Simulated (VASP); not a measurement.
Wanted: the native input for a VASP 6.6.1 run.

| Quantity | Value |
| --- | --- |
| Task | single point |
| Functional | PBE |
| Potentials or basis | VASP PAW PBE potentials, release 64 (Mg, Cd, Se, O) |
| Cutoff | 600 eV |
| k mesh | 8 × 8 × 4 |
| Occupations | gaussian, width 0.02 eV |
| Spin | no spin polarisation |
| Dipole correction | no |
| Further INCAR settings | ALGO = Normal; EDIFF = 1e-06; NBANDS = 31 |

The structure of Mg3CdSe2O2 lies in POSCAR:

```
Mg3CdSe2O2
1.0
    3.9934428491      0.0000000000      0.0000000000
    0.0000000000      3.9934428491      0.0000000000
    0.0000000000      0.0000000000     10.2422082150
Mg Cd Se O
3 1 2 2
Direct
    0.0000000000      0.0000000000      0.0000000000
    0.5000000000      0.5000000000      0.8450329459
    0.5000000000      0.5000000000      0.1549670541
    0.0000000000      0.0000000000      0.5000000000
    0.5000000000      0.0000000000      0.6783269596
    0.0000000000      0.5000000000      0.3216730404
    0.5000000000      0.0000000000      0.0638054808
    0.0000000000      0.5000000000      0.9361945192
```

These files were run (other wordings do the same):

INCAR

```
SYSTEM = Mg3CdSe2O2
ALGO = Normal
EDIFF = 1E-6
ENCUT = 600
GGA = PE
GGA_COMPAT = .FALSE.
ISIF = 2
ISMEAR = 0
LASPH = .TRUE.
LCHARG = .FALSE.
LREAL = .FALSE.
LWAVE = .FALSE.
NBANDS = 31
NELM = 120
PREC = Accurate
SIGMA = 0.02
```

KPOINTS

```
k-points
0
G
  8 8 4
  0 0 0
```

Potentials or basis: VASP PAW PBE potentials, release 64 (Mg, Cd, Se, O).

Launch:

```sh
$ cat potpaw_PBE.64/Mg/POTCAR potpaw_PBE.64/Cd/POTCAR potpaw_PBE.64/Se/POTCAR potpaw_PBE.64/O/POTCAR > POTCAR
$ mpirun -np 1 vasp_std > vasp.out
```

It gave:

```
Pressure               : -5.6 GPa
Largest force          : 0.038 eV/Å
Band gap on the k mesh : 0.72 eV (least direct gap 0.79 eV)
```

Caveat: the cell stands under tension; semilocal functionals underestimate gaps, and a narrow one can read as zero.

Run time: 2.9 min on 1 thread of Oxide Virtual Turin-like Processor (shared host), peak memory 0.45 GiB.
